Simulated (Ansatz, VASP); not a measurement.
**C: VASP beside Ansatz**

Contents of INCAR:

```
  PREC = Accurate
  ENCUT = 520
  EDIFF = 1E-7
  ISMEAR = 0
  SIGMA = 0.01
  LREAL = False
  LASPH = True
  NELM = 100
  ALGO = Normal
  ISIF = 2
  LWAVE = False
  LCHARG = False
  NBANDS = 11
```

The input KPOINTS:

```
Automatic mesh
0
Gamma
  12 12 12
```

POSCAR

```
C
1.0
    1.7658738580      1.7658738580      0.0000000000
   -1.7658738580      1.7658738580      0.0000000000
    0.0000000000      1.7658738580      1.7658738580
C
2
Direct
    0.5000000000      0.5000000000      0.0000000000
    0.7500000000      0.2500000000      0.5000000000
```

Input for Ansatz:

```yaml
crystal:
  lattice:
    - [1.76587385799, 1.76587385799, 0.0]
    - [-1.76587385799, 1.76587385799, 0.0]
    - [0.0, 1.76587385799, 1.76587385799]
  atoms:
    - { symbol: C, position: [0.5, 0.5, 0.0] }
    - { symbol: C, position: [0.75, 0.25, 0.5] }
kpoints:
  mp_grid: { grid: [12, 12, 12] }
scf:
  occupations: { method: fixed }
  convergence: { dr2_threshold: 1.0e-10 }
hamiltonian:
  xc: lda
  pseudopotentials: { kind: all_electron, lapw: { basis_error: 0.0005 } }
output:
  forces: true
  stress: true
  eigenstates:
    kpoints:
      - [0.0, 0.0, 0.0]
      - [0.365542903, -0.365542903, 0.0]
      - [0.365542903, 0.365542903, 0.365542903]
      - [0.0, 0.0, 0.365542903]
      - [-0.5, -0.5, -0.5]
      - [-0.5, 0.5, 0.0]
      - [0.0, 0.0, -0.5]
      - [0.0, -0.5, -0.5]
      - [0.0, 0.5, 0.0]
      - [-0.5, 0.0, 0.0]
      - [-0.5, 0.0, -0.5]
  eigenvalues: true
```

Change from the starting cell: unstrained.

Alike in both runs: task single point; functional LDA; k mesh 12 × 12 × 12; no spin polarisation.

```csv
,VASP,Ansatz
version,VASP 6.6.1,Ansatz 0.2.0
potentials or method,"VASP PAW LDA potentials, release 64 (C), cutoff 520 eV","all-electron LAPW, scalar-relativistic"
occupations,"gaussian, width 0.01 eV",fixed
```

|  | VASP | Ansatz | Ansatz less VASP |
| --- | --- | --- | --- |
| gap on the k mesh at the Fermi level (eV) | 4.20 | 4.20 | +0.006 |
| pressure (GPa) | 1.6 | 0.1 | -1.49 |

LDA's correlation is that of Perdew and Zunger in VASP and of Perdew and Wang (1992) in Ansatz. Ansatz ran all-electron here, and VASP with PAW potentials.
